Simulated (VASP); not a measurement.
# BiTe (P6_3/mmc) in VASP: a series of runs

Runs on BiTe. Level: PBE. Tasks: single point, relaxation of cell and atoms.

All numbers are computed with VASP 6.6.1; they aren't measurements. Logs are shortened: lines on timing, memory, paths and dates and some standing lists are left out, and cuts for length are marked.

## 1. The cell of the first run

It takes space group P6_3/mmc (No. 194, hexagonal). Conventional cell: a = 5.521 Å, b = 5.521 Å, c = 6.456 Å, α = 90.00°, β = 90.00°, γ = 120.00°. Within 4.2 Å of Bi (site symmetry -6m2) lie 5 Te at 3.19 to 3.23 Å. Within 4.2 Å of Te (site symmetry -6m2) lie 5 Bi at 3.19 to 3.23 Å.

## 2. Single point, PBE

Contents of INCAR:

```
SYSTEM = BiTe
PREC = Accurate
ENCUT = 520
EDIFF = 1E-6
ISMEAR = 0
SIGMA = 0.1
LREAL = .FALSE.
LASPH = .TRUE.
NELM = 80
ALGO = Normal
ISIF = 2
LWAVE = .FALSE.
LCHARG = .TRUE.
GGA = PE
LELF = .TRUE.
LVHAR = .TRUE.
NBANDS = 29
```

Contents of KPOINTS:

```
regular mesh
0
G
  6 6 4
  0 0 0
```

Contents of POSCAR:

```
BiTe
1.0
    5.5212767080      0.0000000000      0.0000000000
   -2.7606383540      4.7815658904      0.0000000000
    0.0000000000      0.0000000000      6.4561762937
Bi Te
2 2
Direct
    0.3333333333      0.6666666667      0.2500000000
    0.6666666667      0.3333333333      0.7500000000
    0.3333333333      0.6666666667      0.7500000000
    0.6666666667      0.3333333333      0.2500000000
```

Potentials or basis: VASP PAW PBE potentials, release 64 (Bi_d, Te).

Command:

```sh
cat potpaw_PBE.64/Bi_d/POTCAR potpaw_PBE.64/Te/POTCAR > POTCAR
mpirun -np 1 vasp_std > vasp.out
```

OUTCAR:

```text
SYSTEM = BiTe
   PREC = Accurate
   ENCUT = 520
   EDIFF = 1E-6
   ISMEAR = 0
   LREAL = .FALSE.
   LASPH = .TRUE.
   NELM = 80
   ISIF = 2
   GGA = PE

 ion  position               nearest neighbor table
   1  0.333  0.667  0.250-   4 3.19   4 3.19   4 3.19   3 3.23   3 3.23
   2  0.667  0.333  0.750-   3 3.19   3 3.19   3 3.19   4 3.23   4 3.23
   3  0.333  0.667  0.750-   2 3.19   2 3.19   2 3.19   1 3.23   1 3.23
   4  0.667  0.333  0.250-   1 3.19   1 3.19   1 3.19   2 3.23   2 3.23

  LATTYP: Found a hexagonal cell.
 ALAT       =     5.5212767080
 C/A-ratio  =     1.1693267038

  Lattice vectors:

 A1 = (   5.5212767080,   0.0000000000,   0.0000000000)
 A2 = (  -2.7606383540,   4.7815658904,   0.0000000000)
 A3 = (   0.0000000000,   0.0000000000,   6.4561762937)

Analysis of symmetry for initial positions (statically):
=====================================================================
 Subroutine PRICEL returns:
 Original cell was already a primitive cell.

 Routine SETGRP: Setting up the symmetry group for a
 hexagonal supercell.

 Subroutine GETGRP returns: Found 24 space group operations
 (whereof 12 operations were pure point group operations)
 out of a pool of 24 trial point group operations.

The static configuration has the point symmetry D_3d.
 The point group associated with its full space group is D_6h.

Analysis of symmetry for dynamics (positions and initial velocities):
=====================================================================
 Subroutine PRICEL returns:
 Original cell was already a primitive cell.

 Routine SETGRP: Setting up the symmetry group for a
 hexagonal supercell.

 Subroutine GETGRP returns: Found 24 space group operations
 (whereof 12 operations were pure point group operations)
 out of a pool of 24 trial point group operations.

The dynamic configuration has the point symmetry D_3d.
 The point group associated with its full space group is D_6h.

 Subroutine INISYM returns: Found 24 space group operations
 (whereof 12 operations are pure point group operations),
 and found     1 'primitive' translations

----------------------------------------------------------------------------------------

                                     Primitive cell

  volume of cell :     170.4453

  direct lattice vectors                    reciprocal lattice vectors
     5.521276708  0.000000000  0.000000000     0.181117530  0.104568255  0.000000000
    -2.760638354  4.781565890  0.000000000     0.000000000  0.209136509  0.000000000
[... 86 lines left out ...]
   LREAL  =      F    real-space projection
   EDIFFG = 0.1E-04   stopping-criterion for IOM
   NSW    =      0    number of steps for IOM
   IBRION =     -1    ionic relax: 0-MD 1-quasi-New 2-CG
   NFREE  =      0    steps in history (QN), initial steepest desc. (CG)
   ISIF   =      2    stress and relaxation
   ISYM   =      2    0-nonsym 1-usesym 2-fastsym
   POTIM  = 0.5000    time-step for ionic-motion
   TEBEG  =    0.0;   TEEND  =   0.0 temperature during run
   PSTRESS=    0.0 pullay stress
   NELECT =      42.0000    total number of electrons
   NUPDOWN=      -1.0000    fix difference up-down
   EMIN   =  10.00;   EMAX   =-10.00  energy-range for DOS
   EFERMI =   0.00;   METHOD = LEGACY
   ISMEAR =     0;   SIGMA  =   0.10  broadening in eV -4-tet -1-fermi 0-gaus
   EFERMI_NEDOS =   21; number of points for ismear=-14 and -15
   IALGO  =     38    algorithm
   IMIX   =      4    mixing-type and parameters
     AMIX     =   0.40;   BMIX     =  1.00
     AMIX_MAG =   1.60;   BMIX_MAG =  1.00
  volume/ion in A,a.u.               =      42.61       287.56
  Fermi-wavevector in a.u.,A,eV,Ry     =   1.026352  1.939524 14.332350  1.053398
  Thomas-Fermi vector in A             =   2.160240
   LORBIT       =      0    0 simple, 1 ext, 2 COOP (PROOUT), +10 PAW based schemes
   GGA     = PE    functional components
   LHFCALC =     F    Hartree Fock is set to
   AEXX    =    0.0000 exact exchange contribution
   IVDW    =     0    specifies the selected vdW correction
   LEPSILON=     F    determine dielectric tensor
   LRPA    =     F    only Hartree local field effects (RPA)
 non-spin polarized calculation
 Gauss-broadening in eV      SIGMA  =   0.10
  energy-cutoff  :      520.00
  volume of cell :      170.45
 maximum number of plane-waves:      4616
 NGX is ok and might be reduce to    42
   NGX = 21   NGY = 21   NGZ = 25

 number of electron      42.0000013 magnetization

 Free energy of the ion-electron system (eV)
  ---------------------------------------------------
  ext. energy  EPLUGINS =         0.00000000
  ---------------------------------------------------
  free energy    TOTEN  =       -13.74139614 eV

  energy without entropy =      -13.72149480  energy(sigma->0) =      -13.73144547

 E-fermi :   4.5525     XC(G=0):  -8.1585

 val. band max:        4.5302661943   @ k =   0.1667   0.1667   0.5000
 cond. band min:       4.5836309611   @ k =   0.1667   0.0000   0.0000
 fundamental gap:      0.0533647668
 Fermi energy:         4.5524948513

 k-point     1 :       0.0000    0.0000    0.0000
  band No.  band energies     occupation
      1     -18.7307      2.00000
      2     -18.7307      2.00000
      3     -18.7302      2.00000
      4     -18.7302      2.00000
      5     -18.7017      2.00000
      6     -18.6987      2.00000
[... 661 lines left out ...]
     28       8.5459      0.00000
     29      10.3662      0.00000

------------------------ aborting loop because EDIFF is reached ----------------------------------------

  FORCE on cell =-STRESS in cart. coord.  units (eV):
  Direction    XX          YY          ZZ          XY          YZ          ZX
  --------------------------------------------------------------------------------------
  -------------------------------------------------------------------------------------
  Total       -0.1005702     -0.1005702     -0.3052533      0.0000000      0.0000000      0.0000000
  in kB       -0.9453553     -0.9453553     -2.8693659      0.0000000      0.0000000      0.0000000
  external PRESSURE =      -1.5866921 kB  Pullay stress =       0.0000000 kB

 VOLUME and BASIS-vectors are now :
 -----------------------------------------------------------------------------
  energy-cutoff  :      520.00
  volume of cell :      170.45
      direct lattice vectors                 reciprocal lattice vectors
     5.521276708  0.000000000  0.000000000     0.181117530  0.104568255  0.000000000
    -2.760638354  4.781565890  0.000000000     0.000000000  0.209136509  0.000000000
     0.000000000  0.000000000  6.456176294     0.000000000  0.000000000  0.154890442

 POSITION                                       TOTAL-FORCE (eV/Angst)
 -----------------------------------------------------------------------------------
     -0.00000      3.18771      1.61404         0.000000      0.000000      0.000000
      2.76064      1.59386      4.84213        -0.000000     -0.000000      0.000000
     -0.00000      3.18771      4.84213         0.000000      0.000000      0.000000
      2.76064      1.59386      1.61404        -0.000000     -0.000000      0.000000
 -----------------------------------------------------------------------------------
    total drift:                                0.000000     -0.000000      0.000000

  FREE ENERGIE OF THE ION-ELECTRON SYSTEM (eV)
  ---------------------------------------------------
  free  energy   TOTEN  =       -13.7413961428 eV

  energy  without entropy=      -13.7214948042  energy(sigma->0) =      -13.73144547
```

stdout:

```text
POSCAR found type information on POSCAR BiTe
 POSCAR found :  2 types and       4 ions
 scaLAPACK will be used
 LDA part: xc-table for (Slater+PW92), standard interpolation
 POSCAR, INCAR and KPOINTS ok, starting setup
 FFT: planning ... GRIDC
 FFT: planning ... GRID_SOFT
 FFT: planning ... GRID
 WAVECAR not read
 entering main loop
```

Run time: 2.8 min. Hardware: 1 thread of Intel Xeon 8259CL, shared host; peak memory 0.32 GiB.

What came out:

```yaml
Free_energy: -13.7414 eV
Pressure: -0.2 GPa
Band_gap_on_the_k_mesh: zero (bands 21 and 22 overlap by 1.05 eV)
```

Levels at points of the mesh, in eV from the Fermi level:
```tsv
k point	band 19	band 20	band 21	band 22	band 23	band 24
(0.00, 0.00, 0.00)	-2.51	-2.51	-0.37	-0.37	1.34	1.34
(0.50, 0.00, 0.00)	-2.96	-1.69	0.38	1.55	1.82	2.92
(0.00, 0.00, 0.50)	-2.41	-2.41	0.25	0.25	0.25	0.25
(0.50, 0.00, 0.50)	-1.84	-1.84	-0.42	-0.42	0.90	0.90
```

Caveat: spin-orbit coupling is left out, which moves the levels of the heavy elements.

(Continued in part 2 of 2.)
